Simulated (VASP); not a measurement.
# AlN (P6_3mc) in VASP: notebook

The runs below take AlN through single point, with HSE06, PBE0, PBE+D4.

Everything below comes from runs of VASP 6.6.1. Logs are shortened: lines on timing, memory, paths and dates and some standing lists are left out, and cuts for length are marked.

**Experimental background.**

From “Self-assembly of well-separated AlN nanowires directly on sputtered metallic TiN films”, 2019, arxiv:1910.07391, for a bulk crystal of AlN at 10 K: band gap 6.034 eV (an exciton energy, a little under the gap).

The results are compared with them further down.

## 1. The cell of the first run

It takes space group P6_3mc (No. 186, hexagonal). The conventional cell has a = 3.113 Å, b = 3.113 Å, c = 4.981 Å, α = 90.00°, β = 90.00°, γ = 120.00°. Al (site symmetry 3m) has 4 N at 1.89 Å within 2.5 Å. N (site symmetry 3m) has 4 Al at 1.89 Å within 2.5 Å.

## 2. Single point, HSE06

Contents of POSCAR:

```
AlN
1.0
    3.1130000000      0.0000000000      0.0000000000
   -1.5565000000      2.6959370820      0.0000000000
    0.0000000000      0.0000000000      4.9810000000
Al N
2 2
Direct
    0.6666666667      0.3333333333      0.5000000000
    0.3333333333      0.6666666667      0.0000000000
    0.6666666667      0.3333333333      0.8800000000
    0.3333333333      0.6666666667      0.3800000000
```

Contents of INCAR.step1:

```
PREC = Accurate
ENCUT = 520
EDIFF = 1E-5
ISMEAR = -1
SIGMA = 0.05
LREAL = False
LASPH = True
NELM = 100
ALGO = Normal
ISIF = 2
LWAVE = True
LCHARG = False
NBANDS = 16
GGA = PE
```

Contents of INCAR.step2:

```
PREC = Accurate
ENCUT = 520
EDIFF = 1E-6
ISMEAR = -1
SIGMA = 0.05
LREAL = False
LASPH = True
NELM = 100
ALGO = Normal
ISIF = 2
LWAVE = False
LCHARG = False
GGA = PE
LHFCALC = True
HFSCREEN = 0.2079
PRECFOCK = Normal
NBANDS = 16
ISTART = 1
```

Contents of KPOINTS:

```
regular mesh
0
Gamma
  5 5 3
```

Potentials or basis: VASP PAW PBE potentials, release 64 (Al, N).

Command:

```
$ cat potpaw_PBE.64/Al/POTCAR potpaw_PBE.64/N/POTCAR > POTCAR
$ cp INCAR.step1 INCAR
$ mpirun -np 1 vasp_std > vasp.out
$ cp INCAR.step2 INCAR
$ mpirun -np 1 vasp_std > vasp.out
```

OUTCAR:

```text
PREC = Accurate
   ENCUT = 520
   EDIFF = 1E-6
   ISMEAR = -1
   LREAL = False
   LASPH = True
   NELM = 100
   ISIF = 2
   GGA = PE
   LHFCALC = True
   HFSCREEN = 0.2079
   PRECFOCK = Normal
   ISTART = 1

 ion  position               nearest neighbor table
   1  0.667  0.333  0.500-   3 1.89   4 1.89   4 1.89   4 1.89   2 3.07   2 3.07   2 3.07   2 3.07
                             2 3.07   2 3.07
   2  0.333  0.667  0.000-   4 1.89   3 1.89   3 1.89   3 1.89   1 3.07   1 3.07   1 3.07   1 3.07
                             1 3.07   1 3.07
   3  0.667  0.333  0.880-   1 1.89   2 1.89   2 1.89   2 1.89
   4  0.333  0.667  0.380-   2 1.89   1 1.89   1 1.89   1 1.89

  LATTYP: Found a hexagonal cell.
 ALAT       =     3.1130000000
 C/A-ratio  =     1.6000642467

  Lattice vectors:

 A1 = (   3.1130000000,   0.0000000000,   0.0000000000)
 A2 = (  -1.5565000000,   2.6959370820,   0.0000000000)
 A3 = (   0.0000000000,   0.0000000000,   4.9810000000)

Analysis of symmetry for initial positions (statically):
=====================================================================
 Subroutine PRICEL returns:
 Original cell was already a primitive cell.

 Routine SETGRP: Setting up the symmetry group for a
 hexagonal supercell.

 Subroutine GETGRP returns: Found 12 space group operations
 (whereof  6 operations were pure point group operations)
 out of a pool of 24 trial point group operations.

The static configuration has the point symmetry C_3v.
 The point group associated with its full space group is C_6v.

Analysis of symmetry for dynamics (positions and initial velocities):
=====================================================================
 Subroutine PRICEL returns:
 Original cell was already a primitive cell.

 Routine SETGRP: Setting up the symmetry group for a
 hexagonal supercell.

 Subroutine GETGRP returns: Found 12 space group operations
 (whereof  6 operations were pure point group operations)
 out of a pool of 24 trial point group operations.

The dynamic configuration has the point symmetry C_3v.
 The point group associated with its full space group is C_6v.

 Subroutine INISYM returns: Found 12 space group operations
 (whereof  6 operations are pure point group operations),
 and found     1 'primitive' translations

----------------------------------------------------------------------------------------

                                     Primitive cell

[... 88 lines left out ...]
   TEBEG  =    0.0;   TEEND  =   0.0 temperature during run
   PSTRESS=    0.0 pullay stress
   NELECT =      16.0000    total number of electrons
   NUPDOWN=      -1.0000    fix difference up-down
   EMIN   =  10.00;   EMAX   =-10.00  energy-range for DOS
   EFERMI =   0.00;   METHOD = LEGACY
   ISMEAR =    -1;   SIGMA  =   0.05  broadening in eV -4-tet -1-fermi 0-gaus
   EFERMI_NEDOS =   21; number of points for ismear=-14 and -15
   IALGO  =     38    algorithm
   IMIX   =      1    mixing-type and parameters
     AMIX     =   0.40;   BMIX     =  1.00
     AMIX_MAG =   1.60;   BMIX_MAG =  1.00
  volume/ion in A,a.u.               =      10.45        70.52
  Fermi-wavevector in a.u.,A,eV,Ry     =   1.188629  2.246183 19.222843  1.412839
  Thomas-Fermi vector in A             =   2.324754
   LORBIT       =      0    0 simple, 1 ext, 2 COOP (PROOUT), +10 PAW based schemes
   GGA     = PE    functional components
   LHFCALC =     T    Hartree Fock is set to
   PRECFOCK=normal    Normal, Fast or Accurate (Low or Medium for compatibility)
   ENCUT4O =  -1.0   cutoff for four orbital integrals eV
   NKREDX  =     1    reduce k-point grid by
   NKREDY  =     1    reduce k-point grid by
   NKREDZ  =     1    reduce k-point grid by
   AEXX    =    0.2500 exact exchange contribution
   HFSCREEN=    0.2079 screening length (either q_TF or 0.3 A-1)
   HFSCREENC=   0.2079 screening length for correlation (either q_TF or 0.3 A-1)
   ENCUTFOCK=  -1.0 apply spherical cutoff to Coloumb kernel
   IVDW    =     0    specifies the selected vdW correction
   LEPSILON=     F    determine dielectric tensor
   LRPA    =     F    only Hartree local field effects (RPA)
 non-spin polarized calculation
  energy-cutoff  :      520.00
  volume of cell :       41.80
 maximum number of plane-waves:      1142
 NGX is ok and might be reduce to    24
  NGX = 18; NGY = 18; NGZ = 28

 number of electron      15.9999997 magnetization

 Free energy of the ion-electron system (eV)
  ---------------------------------------------------
  ext. energy  EPLUGINS =         0.00000000
  ---------------------------------------------------
  free energy    TOTEN  =       -34.88666848 eV

  energy without entropy =      -34.88666848  energy(sigma->0) =      -34.88666848

 E-fermi :   6.2981     XC(G=0):  -8.9923

 val. band max:        5.2122396615   @ k =   0.0000   0.0000   0.0000
 cond. band min:      10.7872646399   @ k =   0.0000   0.0000   0.0000
 fundamental gap:      5.5750249784
 Fermi energy:         6.2980515414

 k-point     1 :       0.0000    0.0000    0.0000
  band No.  band energies     occupation
      1     -11.4574      2.00000
      2      -9.1670      2.00000
      3      -1.2713      2.00000
      4       4.2914      2.00000
      5       4.2914      2.00000
      6       5.0179      2.00000
[... 167 lines left out ...]
      3      -0.5014      2.00000
      4      -0.0065      2.00000
      5       1.5075      2.00000
      6       2.4924      2.00000
[... 8 lines left out ...]
     15      20.2646      0.00000
     16      21.6838      0.00000

------------------------ aborting loop because EDIFF is reached ----------------------------------------

  FORCE on cell =-STRESS in cart. coord.  units (eV):
  Direction    XX          YY          ZZ          XY          YZ          ZX
  --------------------------------------------------------------------------------------
  -------------------------------------------------------------------------------------
  Total       -0.5887114     -0.5887114     -0.1774682      0.0000000      0.0000000     -0.0000000
  in kB      -22.5635586    -22.5635586     -6.8018298      0.0000000      0.0000000     -0.0000000
  external PRESSURE =     -17.3096490 kB  Pullay stress =       0.0000000 kB

 VOLUME and BASIS-vectors are now :
 -----------------------------------------------------------------------------
  energy-cutoff  :      520.00
  volume of cell :       41.80
      direct lattice vectors                 reciprocal lattice vectors
     3.113000000  0.000000000  0.000000000     0.321233537  0.185464269  0.000000000
    -1.556500000  2.695937082  0.000000000     0.000000000  0.370928538  0.000000000
     0.000000000  0.000000000  4.981000000     0.000000000  0.000000000  0.200762899

 POSITION                                       TOTAL-FORCE (eV/Angst)
 -----------------------------------------------------------------------------------
      1.55650      0.89865      2.49050        -0.000000      0.000000     -0.129817
     -0.00000      1.79729      0.00000         0.000000      0.000000     -0.129817
      1.55650      0.89865      4.38328         0.000000      0.000000      0.129817
     -0.00000      1.79729      1.89278        -0.000000     -0.000000      0.129817
 -----------------------------------------------------------------------------------
    total drift:                               -0.000000     -0.000000      0.000217

  FREE ENERGIE OF THE ION-ELECTRON SYSTEM (eV)
  ---------------------------------------------------
  free  energy   TOTEN  =       -34.8866684812 eV

  energy  without entropy=      -34.8866684812  energy(sigma->0) =      -34.88666848
```

OUTCAR.step1:

```text
PREC = Accurate
   ENCUT = 520
   EDIFF = 1E-5
   ISMEAR = -1
   LREAL = False
   LASPH = True
[... 406 lines left out ...]
     -0.00000      1.79729      0.00000        -0.000000      0.000000     -0.132024
      1.55650      0.89865      4.38328        -0.000000      0.000000      0.132024
     -0.00000      1.79729      1.89278         0.000000     -0.000000      0.132024
 -----------------------------------------------------------------------------------
    total drift:                               -0.000000     -0.000000      0.000525

  FREE ENERGIE OF THE ION-ELECTRON SYSTEM (eV)
  ---------------------------------------------------
  free  energy   TOTEN  =       -29.7632952225 eV

  energy  without entropy=      -29.7632952225  energy(sigma->0) =      -29.76329522
```

OSZICAR.step1:

```text
N       E                     dE             d eps       ncg     rms          rms(c)
DAV:   1     0.422065349406E+02    0.42207E+02   -0.72128E+03   320   0.885E+02
DAV:   2    -0.310515157275E+02   -0.73258E+02   -0.68365E+02   448   0.191E+02
DAV:   3    -0.344961075122E+02   -0.34446E+01   -0.34378E+01   424   0.420E+01
DAV:   4    -0.345166079462E+02   -0.20500E-01   -0.20499E-01   400   0.368E+00
DAV:   5    -0.345168659410E+02   -0.25799E-03   -0.25799E-03   408   0.423E-01    0.122E+01
DAV:   6    -0.297522947612E+02    0.47646E+01   -0.10704E+01   384   0.237E+01    0.416E+00
DAV:   7    -0.297750072186E+02   -0.22712E-01   -0.67440E-01   344   0.576E+00    0.295E+00
DAV:   8    -0.297678740988E+02    0.71331E-02   -0.61109E-02   352   0.227E+00    0.597E-01
DAV:   9    -0.297627525247E+02    0.51216E-02   -0.12429E-02   408   0.821E-01    0.247E-01
DAV:  10    -0.297633721771E+02   -0.61965E-03   -0.22837E-03   328   0.301E-01    0.132E-01
DAV:  11    -0.297632922165E+02    0.79961E-04   -0.17288E-04   384   0.101E-01    0.333E-02
DAV:  12    -0.297632952225E+02   -0.30060E-05   -0.10898E-05   280   0.270E-02
   1 F= -.29763295E+02 E0= -.29763295E+02  d E =-.148756E-10
```

Wall time 10 min (1 thread of Intel Xeon 8259CL, shared host); peak memory 0.25 GiB.

Results:

```
Free energy            : -34.8867 eV
Pressure               : -1.7 GPa
Largest force          : 0.130 eV/Å
Band gap on the k mesh : 5.58 eV
```

Forces on the atoms (eV/Å):
```
Al   0.000  0.000 -0.130
Al   0.000  0.000 -0.130
N    0.000  0.000  0.130
N    0.000  0.000  0.130
```

Stress tensor (GPa, compression positive):
```
-2.26  0.00  0.00
 0.00 -2.26  0.00
 0.00  0.00 -0.68
```

Levels at points of the mesh, in eV from the valence-band top:
```csv
k point,band 4,band 5,band 6,band 7,band 8,band 9,band 10,band 11,band 12,band 13
"(0.00, 0.00, 0.00)",-0.92,-0.92,-0.19,-0.19,0.00,5.58,8.13,12.46,12.78,12.78
```

Caveat: the k points lie up to 0.47 Å⁻¹ apart; the PAW data sets were made with another functional, which shifts forces and pressure a little.

## 3. Single point, PBE0

POSCAR is that of step 2.

Contents of INCAR.step1:

```
PREC = Accurate
ENCUT = 520
EDIFF = 1E-5
ISMEAR = -1
SIGMA = 0.05
LREAL = F
LASPH = T
NELM = 80
ALGO = Normal
ISIF = 2
LWAVE = T
LCHARG = F
NBANDS = 16
GGA = PE
```

Contents of INCAR.step2:

```
PREC = Accurate
ENCUT = 520
EDIFF = 1E-7
ISMEAR = -1
SIGMA = 0.05
LREAL = F
LASPH = T
NELM = 80
ALGO = Normal
ISIF = 2
LWAVE = F
LCHARG = F
GGA = PE
LHFCALC = T
AEXX = 0.25
PRECFOCK = Normal
NBANDS = 16
ISTART = 1
```

KPOINTS is that of step 2.

Potentials or basis: VASP PAW PBE potentials, release 64 (Al, N).

Command:

```
$ cat potpaw_PBE.64/Al/POTCAR potpaw_PBE.64/N/POTCAR > POTCAR
$ cp INCAR.step1 INCAR
$ mpirun -np 1 vasp_std > vasp.out
$ cp INCAR.step2 INCAR
$ mpirun -np 1 vasp_std > vasp.out
```

Run time: 11 min. Hardware: 1 thread of Intel Xeon 8259CL, shared host; peak memory 0.17 GiB.

Results (log left out):

| Quantity | Value |
| --- | --- |
| Free energy | -36.7498 eV |
| Pressure | -1.8 GPa |
| Largest force | 0.130 eV/Å |
| Band gap on the k mesh | 6.33 eV |

Forces in eV/Å, atoms in the order of the input:
```
Al   0.000  0.000 -0.130
Al   0.000  0.000 -0.130
N    0.000  0.000  0.130
N    0.000  0.000  0.130
```

Stress tensor (GPa, compression positive):
```
-2.29  0.00  0.00
 0.00 -2.29  0.00
 0.00  0.00 -0.71
```

Levels at points of the mesh, in eV from the valence-band top:
```tsv
k point	band 6	band 7	band 8	band 9	band 10	band 11
(0.00, 0.00, 0.00)	-0.20	-0.20	0.00	6.33	8.90	13.25
```

Caveat: the k points lie up to 0.47 Å⁻¹ apart; the PAW data sets were made with another functional, which shifts forces and pressure a little.

## 4. Single point, PBE+D4

This run uses another cell than the first one, of 10.40 Å³/atom.

Contents of INCAR:

```
SYSTEM = AlN
PREC = Accurate
ENCUT = 520
EDIFF = 1E-7
ISMEAR = -1
SIGMA = 0.05
LREAL = .False.
LASPH = .True.
NELM = 80
ALGO = Normal
ISIF = 2
LWAVE = .False.
LCHARG = .False.
GGA = PE
IVDW = 13
NBANDS = 16
```

Contents of KPOINTS:

```
regular mesh
0
Gamma
  10 10 6
  0 0 0
```

Contents of POSCAR:

```
AlN
1.0
    3.1074126939      0.0000000000      0.0000000000
   -1.5537063469      2.6910983329      0.0000000000
    0.0000000000      0.0000000000      4.9746348422
Al N
2 2
Direct
    0.6666666667      0.3333333333      0.4990387768
    0.3333333333      0.6666666667     -0.0009612232
    0.6666666667      0.3333333333      0.8809612232
    0.3333333333      0.6666666667      0.3809612232
```

Command:

```
$ cat potpaw_PBE.64/Al/POTCAR potpaw_PBE.64/N/POTCAR > POTCAR
$ mpirun -np 1 vasp_std > vasp.out
```

It took 58 s on 1 thread of AMD EPYC 7R13, shared host; peak memory 0.14 GiB.

The run converged. Its results:

```yaml
Free_energy: -30.9989 eV
Pressure: -0.3 GPa
Band_gap_on_the_k_mesh: 4.24 eV
Dispersion_energy_per_atom: -0.308 eV
```

Stress tensor (GPa, compression positive):
```
-0.32  0.00  0.00
 0.00 -0.32  0.00
 0.00  0.00 -0.22
```

Levels at points of the mesh, in eV from the valence-band top:
| k point | band 4 | band 5 | band 6 | band 7 | band 8 | band 9 | band 10 | band 11 | band 12 | band 13 |
| --- | --- | --- | --- | --- | --- | --- | --- | --- | --- | --- |
| (0.00, 0.00, 0.00) | -0.87 | -0.87 | -0.22 | -0.22 | 0.00 | 4.24 | 6.69 | 10.65 | 11.17 | 11.17 |
| (0.50, 0.00, 0.00) | -4.18 | -3.36 | -2.10 | -1.78 | -0.70 | 5.81 | 5.82 | 8.21 | 10.30 | 10.93 |
| (0.00, 0.00, 0.50) | -3.34 | -0.56 | -0.56 | -0.56 | -0.56 | 6.50 | 6.50 | 10.35 | 10.35 | 11.49 |
| (0.50, 0.00, 0.50) | -5.62 | -1.48 | -1.48 | -1.37 | -1.37 | 5.32 | 5.32 | 9.28 | 9.28 | 11.86 |

## 5. Overview

```csv
level,cell,k mesh,grid for exact exchange (PRECFOCK),share of exact exchange,screening parameter,gap on the mesh (eV),pressure (GPa),largest force (eV/Å)
HSE06,"a = 3.113, b = 3.113, c = 4.981 Å, angles 90.0, 90.0, 120.0°, 4 atoms",5 × 5 × 3,Normal,0.25,0.2079 1/Å,5.58,-1.7,0.13
PBE0,"a = 3.113, b = 3.113, c = 4.981 Å, angles 90.0, 90.0, 120.0°, 4 atoms",5 × 5 × 3,Normal,0.25,-,6.33,-1.8,0.13
PBE+D4,"a = 3.107, b = 3.107, c = 4.975 Å, angles 90.0, 90.0, 120.0°, 4 atoms",10 × 10 × 6,-,-,-,4.24,-0.3,-
```

Alike in all rows: task single point; potentials or basis VASP PAW PBE potentials, release 64 (Al, N); no spin polarisation; cutoff (eV) 520; smearing fermi-dirac 0.05 eV.

Caveats: some runs use coarse meshes; the PAW data sets were made with another functional, which shifts forces and pressure a little (at least some runs).

Total energies depend on the potentials used, so only differences within one code and one set of settings carry meaning.

## 6. Comparison with measurements

Step 4. Measured gap of AlN: 6.034 eV (an exciton energy, a little under the gap; 10 K; quoted in “Self-assembly of well-separated AlN nanowires directly on sputtered metallic TiN films”, 2019, arxiv:1910.07391). This calculation gives 4.24 eV (-1.80 eV). 2 values of this kind are on record (6.034 to 6.0343 eV); this one was drawn at random. The value is that of PBE+D4 on a finite k mesh, which can miss the band edges, without temperature or zero-point motion. Semilocal functionals fall short of measured gaps as a rule.
